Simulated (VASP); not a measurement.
# MnS (F-43m) in VASP: relaxation of cell and atoms with PBEsol+D4

Aim: the relaxation of cell and atoms of MnS with PBEsol+D4.

Everything below comes from runs of VASP 6.6.1. Logs are shortened: lines on timing, memory, paths and dates and some standing lists are left out, and cuts for length are marked.

## (1) The cell of the first run

Symmetry: F-43m, No. 216, cubic system. Conventional cell: a = 4.947 Å, b = 4.947 Å, c = 4.947 Å, α = 90.00°, β = 90.00°, γ = 90.00°. Mn (site symmetry -43m) has 4 S at 2.14 Å within 2.8 Å. S (site symmetry -43m) has 4 Mn at 2.14 Å within 2.8 Å.

## (2) Relaxation of cell and atoms, PBEsol+D4, collinear spin, ferromagnetic start

Input file INCAR:

```
PREC = Accurate ; ENCUT = 600
EDIFF = 1E-7 ; ISMEAR = -1
SIGMA = 0.05 ; LREAL = F
LASPH = T ; NELM = 150
ALGO = Normal ; ISIF = 3
LWAVE = F ; LCHARG = F
ISPIN = 2 ; MAGMOM = 4 0
LORBIT = 11 ; LMAXMIX = 4
GGA = PS ; IVDW = 13
IBRION = 2 ; NSW = 60
EDIFFG = -0.01
```

Input file KPOINTS:

```
Automatic mesh
0
Gamma
  9 9 9
```

Input file POSCAR:

```
MnS
1.0
    0.0000000000      2.4734634191      2.4734634191
    2.4734634191      0.0000000000      2.4734634191
    2.4734634191      2.4734634191      0.0000000000
Mn S
1 1
Direct
    0.0000000000      0.0000000000      0.0000000000
    0.7500000000      0.7500000000      0.7500000000
```

Potentials or basis: VASP PAW PBE potentials, release 64 (Mn_pv, S).

On the command line:

```sh
$ cat potpaw_PBE.64/Mn_pv/POTCAR potpaw_PBE.64/S/POTCAR > POTCAR
$ mpirun -np 1 vasp_std > vasp.out
```

OUTCAR:

```text
PREC = Accurate
   ENCUT = 600
   EDIFF = 1E-7
   ISMEAR = -1
   LREAL = F
   LASPH = T
   NELM = 150
   ISIF = 3
   ISPIN = 2
   LORBIT = 11
   GGA = PS
   IVDW = 13
   IBRION = 2
   NSW = 60
   EDIFFG = -0.01

 ion  position               nearest neighbor table
   1  0.000  0.000  0.000-   2 2.14   2 2.14   2 2.14   2 2.14
   2  0.750  0.750  0.750-   1 2.14   1 2.14   1 2.14   1 2.14

  LATTYP: Found a face centered cubic cell.
 ALAT       =     4.9469268382

  Lattice vectors:

 A1 = (   0.0000000000,   2.4734634191,   2.4734634191)
 A2 = (   2.4734634191,   0.0000000000,   2.4734634191)
 A3 = (   2.4734634191,   2.4734634191,   0.0000000000)

Analysis of symmetry for initial positions (statically):
=====================================================================
 Subroutine PRICEL returns:
 Original cell was already a primitive cell.

 Routine SETGRP: Setting up the symmetry group for a
 face centered cubic supercell.

 Subroutine GETGRP returns: Found 24 space group operations
 (whereof 24 operations were pure point group operations)
 out of a pool of 48 trial point group operations.

The static configuration has the point symmetry T_d .

Analysis of symmetry for dynamics (positions and initial velocities):
=====================================================================
 Subroutine PRICEL returns:
 Original cell was already a primitive cell.

 Routine SETGRP: Setting up the symmetry group for a
 face centered cubic supercell.

 Subroutine GETGRP returns: Found 24 space group operations
 (whereof 24 operations were pure point group operations)
 out of a pool of 48 trial point group operations.

The dynamic configuration has the point symmetry T_d .

Analysis of structural, dynamic, and magnetic symmetry:
=====================================================================
 Subroutine PRICEL returns:
 Original cell was already a primitive cell.

 Routine SETGRP: Setting up the symmetry group for a
 face centered cubic supercell.

 Subroutine GETGRP returns: Found 24 space group operations
 (whereof 24 operations were pure point group operations)
 out of a pool of 48 trial point group operations.

The overall configuration has the point symmetry T_d .

 Subroutine INISYM returns: Found 24 space group operations
 (whereof 24 operations are pure point group operations),
 and found     1 'primitive' translations

----------------------------------------------------------------------------------------

                                     Primitive cell

  volume of cell :      30.2654

  direct lattice vectors                    reciprocal lattice vectors
     0.000000000  2.473463419  2.473463419    -0.202145702  0.202145702  0.202145702
     2.473463419  0.000000000  2.473463419     0.202145702 -0.202145702  0.202145702
     2.473463419  2.473463419  0.000000000     0.202145702  0.202145702 -0.202145702

  length of vectors
     3.498005513  3.498005513  3.498005513     0.350126627  0.350126627  0.350126627

  position of ions in fractional coordinates (direct lattice)
     0.000000000  0.000000000  0.000000000
     0.750000000  0.750000000  0.750000000

  ion indices of the primitive-cell ions
   primitive index   ion index
                 1           1
                 2           2

----------------------------------------------------------------------------------------

 KPOINTS: Automatic mesh

Automatic generation of k-mesh.
 Grid dimensions read from file:
 generate k-points for:    9    9    9

 Generating k-lattice:

  Cartesian coordinates                     Fractional coordinates (reciprocal lattice)
    -0.022460634  0.022460634  0.022460634     0.111111111  0.000000000  0.000000000
     0.022460634 -0.022460634  0.022460634     0.000000000  0.111111111  0.000000000
     0.022460634  0.022460634 -0.022460634     0.000000000  0.000000000  0.111111111

  Length of vectors
     0.038902959  0.038902959  0.038902959

  Shift w.r.t. Gamma in fractional coordinates (k-lattice)
     0.000000000  0.000000000  0.000000000

 Subroutine IBZKPT returns following result:
 ===========================================

 Found     35 irreducible k-points:

 Following reciprocal coordinates:
            Coordinates               Weight
  0.000000  0.000000  0.000000      1.000000
  0.111111  0.000000  0.000000      8.000000
  0.222222  0.000000  0.000000      8.000000
  0.333333  0.000000  0.000000      8.000000
  0.444444  0.000000  0.000000      8.000000
  0.111111  0.111111  0.000000      6.000000
[... 16 lines left out ...]
 -0.333333  0.333333  0.000000     12.000000
  0.444444  0.444444  0.000000      6.000000
 [... further k-points ...]
   k-points           NKPTS =     35   k-points in BZ     NKDIM =     35   number of bands    NBANDS=     15
   number of dos      NEDOS =    301   number of ions     NIONS =      2
   total plane-waves  NPLWV =  21952
   dimension x,y,z NGX =    28 NGY =   28 NGZ =   28
   dimension x,y,z NGXF=    56 NGYF=   56 NGZF=   56
   ions per type =               1   1
   NGX,Y,Z   is equivalent  to a cutoff of  13.31, 13.31, 13.31 a.u.
   NGXF,Y,Z  is equivalent  to a cutoff of  26.61, 26.61, 26.61 a.u.
 SYSTEM =  unknown system
   PREC   = accura    normal or accurate (medium, high low for compatibility)
   ISTART =      0    job   : 0-new  1-cont  2-samecut
   ICHARG =      2    charge: 1-file 2-atom 10-const
   ISPIN  =      2    spin polarized calculation?
   LNONCOLLINEAR =      F non collinear calculations
   LSORBIT =      F    spin-orbit coupling
   LASPH  =      T    aspherical Exc in radial PAW
   ENCUT  =  600.0 eV  44.10 Ry    6.64 a.u.   6.99  6.99  6.99*2*pi/ulx,y,z
   NELM   =    150;   NELMIN=  2; NELMDL= -5     # of ELM steps
   EDIFF  = 0.1E-06   stopping-criterion for ELM
   LREAL  =      F    real-space projection
   EDIFFG = -.1E-01   stopping-criterion for IOM
   NSW    =     60    number of steps for IOM
   IBRION =      2    ionic relax: 0-MD 1-quasi-New 2-CG
   NFREE  =      1    steps in history (QN), initial steepest desc. (CG)
   ISIF   =      3    stress and relaxation
   ISYM   =      2    0-nonsym 1-usesym 2-fastsym
   POTIM  = 0.5000    time-step for ionic-motion
   TEBEG  =    0.0;   TEEND  =   0.0 temperature during run
   PSTRESS=    0.0 pullay stress
   NELECT =      19.0000    total number of electrons
   NUPDOWN=      -1.0000    fix difference up-down
   EMIN   =  10.00;   EMAX   =-10.00  energy-range for DOS
   EFERMI =   0.00;   METHOD = LEGACY
   ISMEAR =    -1;   SIGMA  =   0.05  broadening in eV -4-tet -1-fermi 0-gaus
   EFERMI_NEDOS =   21; number of points for ismear=-14 and -15
   IALGO  =     38    algorithm
   IMIX   =      4    mixing-type and parameters
     AMIX     =   0.40;   BMIX     =  1.00
     AMIX_MAG =   1.60;   BMIX_MAG =  1.00
  volume/ion in A,a.u.               =      15.13       102.12
  Fermi-wavevector in a.u.,A,eV,Ry     =   1.401771  2.648964 26.734947  1.964963
  Thomas-Fermi vector in A             =   2.524600
   LORBIT       =     11    0 simple, 1 ext, 2 COOP (PROOUT), +10 PAW based schemes
   GGA     = PS    functional components
   LHFCALC =     F    Hartree Fock is set to
   AEXX    =    0.0000 exact exchange contribution
   IVDW    =    13    specifies the selected vdW correction
   LEPSILON=     F    determine dielectric tensor
   LRPA    =     F    only Hartree local field effects (RPA)
 conjugate gradient relaxation of ions
 spin polarized calculation
  energy-cutoff  :      600.00
  volume of cell :       30.27
 maximum number of plane-waves:      1022
   NGX = 13   NGY = 13   NGZ = 13

--------------------------------------- Ionic step        1  -------------------------------------------

 number of electron      18.9999987 magnetization       0.2325292

 Free energy of the ion-electron system (eV)
  ---------------------------------------------------
  ext. energy  EPLUGINS =         0.00000000
  ---------------------------------------------------
  free energy    TOTEN  =       -14.77445462 eV

  energy without entropy =      -14.75434304  energy(sigma->0) =      -14.76439883

------------------------ aborting loop because EDIFF is reached ----------------------------------------

  DFT-D4 for vdW energy calculation

  Edisp (eV):   -0.54068

  FORCE on cell =-STRESS in cart. coord.  units (eV):
  Direction    XX          YY          ZZ          XY          YZ          ZX
  --------------------------------------------------------------------------------------
  -------------------------------------------------------------------------------------
  Total      -1.03383    -1.03383    -1.03383     0.00000    -0.00000    -0.00000
  in kB     -54.72864   -54.72864   -54.72864     0.00000    -0.00000    -0.00000
  external pressure =      -54.73 kB  Pullay stress =        0.00 kB
[... 61 lines left out ...]
  energy  without entropy=      -15.2944413524  energy(sigma->0) =      -15.30425628

--------------------------------------- Ionic step        3  -------------------------------------------

 number of electron      19.0000000 magnetization       0.1754033

 Free energy of the ion-electron system (eV)
  ---------------------------------------------------
  ext. energy  EPLUGINS =         0.00000000
  ---------------------------------------------------
  free energy    TOTEN  =       -14.77494307 eV

  energy without entropy =      -14.75506569  energy(sigma->0) =      -14.76500438

 E-fermi :   7.7306     XC(G=0): -11.6169

 val. band max:        7.7222095611   @ k =  -0.2222   0.3333   0.1111
 cond. band min:       7.7441481788   @ k =   0.4444   0.4444   0.0000
 fundamental gap:      0.0219386177
 Fermi energy:         7.7305646901

 spin component 1

 k-point     1 :       0.0000    0.0000    0.0000
  band No.  band energies     occupation
      1     -39.8955      1.00000
      2     -39.8955      1.00000
      3     -39.8955      1.00000
      4      -7.7399      1.00000
      5       2.8889      1.00000
      6       2.8889      1.00000
      7       2.8889      1.00000
      8       6.8498      1.00000
      9       6.8498      1.00000
     10      11.6331      0.00000
     11      11.6331      0.00000
     12      11.6331      0.00000
     13      11.6617      0.00000
     14      15.7607      0.00000
     15      15.7607      0.00000
[... 399 lines left out ...]
      1     -39.9257      1.00000
      2     -39.9069      1.00000
      3     -39.9069      1.00000
      4      -5.9475      1.00000
      5       0.8571      1.00000
      6       3.5951      1.00000
      7       3.5951      1.00000
      8       5.7966      1.00000
      9       7.5354      0.98022
     10       7.7108      0.59749
     11       8.0458      0.00183
     12       8.0458      0.00183
     13      13.3609      0.00000
     14      14.6945      0.00000
     15      21.1097      0.00000

 [... further k-points ...]

 spin component 2

 k-point     1 :       0.0000    0.0000    0.0000
  band No.  band energies     occupation
      1     -39.7298      1.00000
      2     -39.7298      1.00000
      3     -39.7298      1.00000
      4      -7.7311      1.00000
      5       2.9329      1.00000
      6       2.9329      1.00000
      7       2.9329      1.00000
      8       7.0394      1.00000
      9       7.0394      1.00000
     10      11.6811      0.00000
     11      11.6991      0.00000
     12      11.6991      0.00000
     13      11.6991      0.00000
     14      15.8021      0.00000
     15      15.8021      0.00000
[... 447 lines left out ...]
  FREE ENERGIE OF THE ION-ELECTRON SYSTEM (eV)
  ---------------------------------------------------
  free  energy   TOTEN  =       -15.3350868041 eV

  energy  without entropy=      -15.3152094251  energy(sigma->0) =      -15.32514811

 reached required accuracy - stopping structural energy minimisation

 total charge

# of ion       s       p       d       tot
------------------------------------------
    1        0.371   6.338   5.417  12.126
    2        1.318   2.418   0.000   3.736
--------------------------------------------------
tot          1.689   8.756   5.417  15.862

 magnetization (x)

# of ion       s       p       d       tot
------------------------------------------
    1        0.006   0.003   0.161   0.170
    2       -0.001  -0.003   0.000  -0.004
--------------------------------------------------
tot          0.005  -0.000   0.161   0.166
```

It took 95 s on 1 thread of AMD EPYC 9R45 (Zen 5), shared host; peak memory 0.16 GiB.

What came out:

```
Free energy                                           : -15.3351 eV
Relaxed volume                                        : 14.57 Å³/atom
Relaxed cell                                          : a = 3.454 Å, b = 3.454 Å, c = 3.454 Å, α = 60.00°, β = 60.00°, γ = 60.00°
Space group after relaxing (to 0.05 Å)                : F-43m (No. 216)
Energy gained by relaxing                             : 10.0 meV/atom
Ionic steps                                           : 3
Pressure after relaxing                               : 0.0 GPa
Net moment                                            : 0.18 μB per cell
Site moments                                          : Mn +0.17; S -0.00 μB
Valence electrons inside the program's atomic spheres : Mn 12.13; S 3.74
Dispersion energy per atom                            : -0.280 eV
```

The path:
| step | energy change (eV) | largest force (eV/Å) | pressure (GPa) | volume (Å³) |
| --- | --- | --- | --- | --- |
| 1 | 0.0000 | 0.0000 | -5.47 | 30.27 |
| 2 | 0.0011 | 0.0000 | 6.46 | 28.06 |
| 3 | -0.0200 | 0.0000 | -0.03 | 29.14 |

Final structure:
```
CELL_PARAMETERS angstrom
0.00000 2.44253 2.44253
2.44253 0.00000 2.44253
2.44253 2.44253 0.00000
ATOMIC_POSITIONS crystal
Mn 0.00000 0.00000 0.00000
S 0.75000 0.75000 0.75000
```

Caveat: the PAW data sets were made with another functional, which shifts forces and pressure a little; the moment fell far below its start of 4 μB, so a state of higher moment may lie lower in energy; semilocal functionals often make such compounds metallic where correlation or magnetic order opens a gap, which also shifts bond lengths; pairwise dispersion overbinds metals, which lowers pressure and volume. With open d or f shells a metallic result of PBEsol can be an artefact of self-interaction; +U or a hybrid may open a gap.
